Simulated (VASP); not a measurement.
Fe, 2 atoms in the cell. The structure is hexagonal, space group P6_3/mmc (No. 194). The conventional cell has a = 2.434 Å, b = 2.434 Å, c = 3.842 Å, α = 90.00°, β = 90.00°, γ = 120.00°. Within 3.1 Å of Fe (site symmetry -6m2) lie 12 Fe at 2.38 to 2.43 Å. 

```yaml
Program: VASP 6.6.1
Task: relaxation of cell and atoms
Functional: BLYP
Dispersion: D3(BJ)
Potentials_or_basis: VASP PAW PBE potentials, release 64 (Fe)
Cutoff: 600 eV
k_mesh: 12 × 12 × 7
Occupations: fermi-dirac, width 0.05 eV
Spin: collinear spin, ferromagnetic start
Starting_moments: "[3.0, 3.0] μB"
Dipole_correction: no
Further_INCAR_settings: ALGO = Normal; EDIFF = 1e-07; IBRION = 2; EDIFFG = -0.005; NSW = 80; ISIF = 3
```

Potentials or basis: VASP PAW PBE potentials, release 64 (Fe).

Run with:

```bash
$ cat potpaw_PBE.64/Fe/POTCAR > POTCAR
$ mpirun -np 1 vasp_std > vasp.out
```

Hardware: 1 thread of Intel(R) Xeon(R) 6975P-C (Granite Rapids) (shared host).

Task: Estimate the wall time of this run.

Result: Wall time 88 s on 1 thread of Intel(R) Xeon(R) 6975P-C (Granite Rapids), with other jobs on the host, peak memory 0.18 GiB. Counts: scf iterations 45, k points 76, ion steps 5.
